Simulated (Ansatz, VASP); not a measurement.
This is a calculation of Al for VASP 6.6.1.

File POSCAR:

```
Al
1.0
    2.8494655872      0.0000000000      0.0000000000
   -1.4247327935      2.4677095857      0.0000000000
    0.0000000000      0.0000000000      4.9308948445
Al
2
Direct
    0.3333333333      0.6666666667      0.2500000000
    0.6666666667      0.3333333333      0.7500000000
```

INCAR.step1

```
SYSTEM = Al
  PREC = Accurate
  ENCUT = 520
  EDIFF = 1E-5
  ISMEAR = -1
  SIGMA = 0.05
  LREAL = .False.
  LASPH = .True.
  NELM = 60
  ALGO = Normal
  ISIF = 2
  LWAVE = .True.
  LCHARG = .False.
  GGA = PE
  NBANDS = 10
```

The input INCAR.step2:

```
SYSTEM = Al
  PREC = Accurate
  ENCUT = 520
  EDIFF = 1E-6
  ISMEAR = -1
  SIGMA = 0.05
  LREAL = .False.
  LASPH = .True.
  NELM = 60
  ALGO = Normal
  ISIF = 2
  LWAVE = .False.
  LCHARG = .False.
  GGA = PE
  LHFCALC = .True.
  AEXX = 0.25
  PRECFOCK = Normal
  ISTART = 1
  NBANDS = 10
```

File KPOINTS:

```
Automatic mesh
0
Gamma
  6 6 4
  0 0 0
```

Potentials or basis: VASP PAW PBE potentials, release 64 (Al).

Run with:

```console
$ cat potpaw_PBE.64/Al/POTCAR > POTCAR
$ cp INCAR.step1 INCAR
$ mpirun -np 1 vasp_std > vasp.out
$ cp INCAR.step2 INCAR
$ mpirun -np 1 vasp_std > vasp.out
```

**Question.** Translate it to Ansatz 0.2.0. Potentials there: Ansatz PAW.

**Answer.** As run (the cutoff follows the program's own potentials):

Contents of input.yaml:

```yaml
crystal:
  lattice:
    - [2.8494655872, 0.0, 0.0]
    - [-1.4247327935, 2.4677095857, 0.0]
    - [0.0, 0.0, 4.9308948445]
  atoms:
    - { symbol: Al, position: [0.3333333333, 0.6666666667, 0.25] }
    - { symbol: Al, position: [0.6666666667, 0.3333333333, 0.75] }
hamiltonian:
  xc: pbe0
  pseudopotentials: { kind: paw }
kpoints:
  mp_grid: { grid: [6, 6, 4] }
scf:
  occupations: { method: fermi_dirac, width: 0.05 }
output:
  forces: true
  stress: true
  eigenvalues: true
```

Potentials or basis: Ansatz PAW.

Run with:

```bash
$ ansatz run input.yaml --threads 2 --pin off --max-ram 5632MiB --backend cpu --events-out ev --progress --plain --runs-dir out
```

Both were run:

|  | VASP | Ansatz | Ansatz less VASP |
| --- | --- | --- | --- |
| gap on the k mesh at the Fermi level (eV) | none | none | - |
| pressure (GPa) | -3.0 | -3.0 | +0.02 |
| traceless stress, the component that is largest in VASP (GPa) | -1.74 | -1.70 | +0.045 |

A gap of «none» marks a metal or a gap that the smearing closes. The functional is the same, so the differences come from potentials, cutoffs and numerics.

The k mesh is coarse, so the values compare programs but aren't converged.
